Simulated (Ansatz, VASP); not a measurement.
**One calculation of SiC, two programs**

Contents of INCAR:

```
PREC = Accurate ; ENCUT = 520
EDIFF = 1E-6 ; ISMEAR = 0
SIGMA = 0.05 ; LREAL = F
LASPH = T ; NELM = 100
ALGO = Normal ; ISIF = 2
LWAVE = F ; LCHARG = F
GGA = PE ; NBANDS = 11
```

KPOINTS

```
Automatic mesh
0
Gamma
  12 12 12
```

POSCAR

```
SiC
1.0
    0.0000000000      2.2845260536      2.2845260536
    2.2845260536      0.0000000000      2.2845260536
    2.1672537162      2.1672537162      0.1172723374
Si C
1 1
Direct
    0.0000000000      0.0000000000      0.0000000000
    0.7500000000      0.7500000000      0.7500000000
```

Input for Ansatz:

```yaml
crystal:
  lattice:
    - [0.0, 2.2845260536, 2.2845260536]
    - [2.2845260536, 0.0, 2.2845260536]
    - [2.1672537162, 2.1672537162, 0.1172723374]
  atoms:
    - { symbol: Si, position: [0.0, 0.0, 0.0] }
    - { symbol: C, position: [0.75, 0.75, 0.75] }
basis:
  ecutwfc: 520.0
kpoints:
  mp_grid: { grid: [12, 12, 12] }
hamiltonian:
  xc: pbe
scf:
  occupations: { method: gaussian, width: 0.05 }
output:
  forces: true
  stress: true
  eigenvalues: true
```

Alike in both runs: task single point; functional PBE; k mesh 12 × 12 × 12; occupations gaussian, width 0.05 eV; no spin polarisation.

|  | VASP | Ansatz |
| --- | --- | --- |
| version | VASP 6.6.1 | Ansatz 0.2.0 |
| potentials or method | VASP PAW PBE potentials, release 64 (Si, C), cutoff 520 eV | scalar-relativistic, plane waves, PAW |
| valence electrons in the cell | 8 | 8 |

```csv
,VASP,Ansatz,Ansatz less VASP
gap on the k mesh at the Fermi level (eV),1.12,1.13,+0.007
least direct gap on the mesh (eV),3.93,3.93,+0.005
pressure (GPa),-7.3,-7.2,+0.02
"traceless stress, the component that is largest in VASP (GPa)",13.18,13.14,-0.043
rms of the force components (eV/Å),0.468,0.469,+0.0005
```

Atom by atom the forces differ by 0.000 eV/Å (rms over components).
